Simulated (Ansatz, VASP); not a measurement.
## Sb: VASP beside Ansatz

INCAR

```
ALGO     = Normal         # electronic algorithm
DIPOL    = 0.5 0.5 0.388
EDIFF    = 1E-7           # SCF threshold, eV
ENCUT    = 520            # plane-wave cutoff, eV
GGA      = PE             # functional
IDIPOL   = 3            
ISIF     = 2              # what is computed and relaxed
ISMEAR   = 0              # smearing method
IVDW     = 12             # dispersion correction
LASPH    = True           # aspherical terms in the spheres
LCHARG   = False          # write CHGCAR
LDIPOL   = True         
LREAL    = False          # projectors in reciprocal space
LWAVE    = False          # write WAVECAR
NBANDS   = 18             # bands
NELM     = 100            # most SCF steps
PREC     = Accurate       # precision mode
SIGMA    = 0.05           # smearing width, eV
```

Contents of KPOINTS:

```
k-points
0
Gamma
  9 9 1
```

POSCAR

```
Sb
1.0
    4.0686848921      0.0000000000      0.0000000000
   -2.0343424461      3.5235844766      0.0000000000
    0.0000000000      0.0000000000     20.8000277116
Sb
4
Direct
    0.3333333333      0.6666666667      0.2956733491
    0.6666666667      0.3333333333      0.2163458656
    0.4444444444      1.2222222222      0.5600967399
    0.7777777778      0.8888888889      0.4807692564
```

Input for Ansatz:

```yaml
crystal:
  lattice:
    - [4.0686848921, 0.0, 0.0]
    - [-2.0343424461, 3.5235844766, 0.0]
    - [0.0, 0.0, 20.8000277116]
  atoms:
    - { symbol: Sb, position: [0.3333333333, 0.6666666667, 0.2956733491] }
    - { symbol: Sb, position: [0.6666666667, 0.3333333333, 0.2163458656] }
    - { symbol: Sb, position: [0.4444444444, 1.2222222222, 0.5600967399] }
    - { symbol: Sb, position: [0.7777777778, 0.8888888889, 0.4807692564] }
basis:
  ecutwfc: 420
kpoints:
  mp_grid: { grid: [9, 9, 1] }
hamiltonian:
  xc: pbe
  dispersion: d3bj
scf:
  occupations: { method: gaussian, width: 0.05 }
output:
  forces: true
  eigenvalues: true
efield:
  axis: 3
  dipole_correction: true
  ramp_width: 0.04
```

Alike in both runs: task single point; functional PBE; dispersion D3(BJ); k mesh 9 × 9 × 1; occupations gaussian, width 0.05 eV; no spin polarisation.

|  | VASP | Ansatz |
| --- | --- | --- |
| version | VASP 6.6.1 | Ansatz 0.2.0 |
| potentials or method | VASP PAW PBE potentials, release 64 (Sb), cutoff 520 eV | scalar-relativistic, plane waves, PAW |
| valence electrons in the cell | 20 | 60 |

Ansatz gave:

```
gap on the k mesh at the Fermi level (eV) : 0.88
least direct gap on the mesh (eV)         : 1.51
rms of the force components (eV/Å)        : 0.034
```

**Question.** Estimate VASP's values.

**Answer.** gap on the k mesh at the Fermi level (eV): 0.89; least direct gap on the mesh (eV): 1.49; rms of the force components (eV/Å): 0.072.

Atom by atom the forces differ by 0.050 eV/Å (rms over components). VASP's potentials hold 20 valence electrons a cell and Ansatz's 60, so a difference there can come from the potentials and not from the codes.

Neither program's run includes spin-orbit coupling.
